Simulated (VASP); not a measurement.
Input of a VASP 6.6.1 run:

INCAR

```
ALGO = Normal ; EDIFF = 1E-6
ENCUT = 520 ; GGA = PS
ISIF = 2 ; ISMEAR = -1
LASPH = T ; LCHARG = F
LDAU = T ; LDAUJ = 0 0
LDAUL = 3 -1 ; LDAUPRINT = 1
LDAUTYPE = 2 ; LDAUU = 3 0
LMAXMIX = 6 ; LREAL = F
LWAVE = F ; NBANDS = 28
NELM = 150 ; PREC = Accurate
SIGMA = 0.05
```

The input KPOINTS:

```
k-points
0
Gamma
  8 8 5
```

POSCAR

```
La2O3
1.0
    3.9307778780      0.0000000000      0.0000000000
   -1.9653889390      3.4041534990      0.0000000000
    0.0000000000      0.0000000000      6.1119535200
La O
2 3
Direct
    0.3333333333      0.6666666667      0.2462356800
    0.6666666667      0.3333333333      0.7537643200
    0.0000000000      0.0000000000      0.0000000000
    0.3333333333      0.6666666667      0.6458906500
    0.6666666667      0.3333333333      0.3541093500
```

Potentials or basis: VASP PAW PBE potentials, release 64 (La, O).

Run with:

```console
$ cat potpaw_PBE.64/La/POTCAR potpaw_PBE.64/O/POTCAR > POTCAR
$ mpirun -np 1 vasp_std > vasp.out
```

Q: Predict the largest force.

A: 0.028 eV/Å.

Q: Predict the pressure.

A: -0.8 GPa.

Q: What does it give for the band gap on the k mesh?

A: 3.85 eV (least direct gap 3.99 eV).

Forces on the atoms (eV/Å):
```
La   0.000  0.000 -0.005
La   0.000  0.000  0.005
O    0.000  0.000  0.000
O    0.000  0.000 -0.028
O    0.000  0.000  0.028
```

Caveat: the PAW data sets were made with another functional, which shifts forces and pressure a little; spin-orbit coupling is left out, which moves the levels of the heavy elements. A k mesh can miss the band edges.
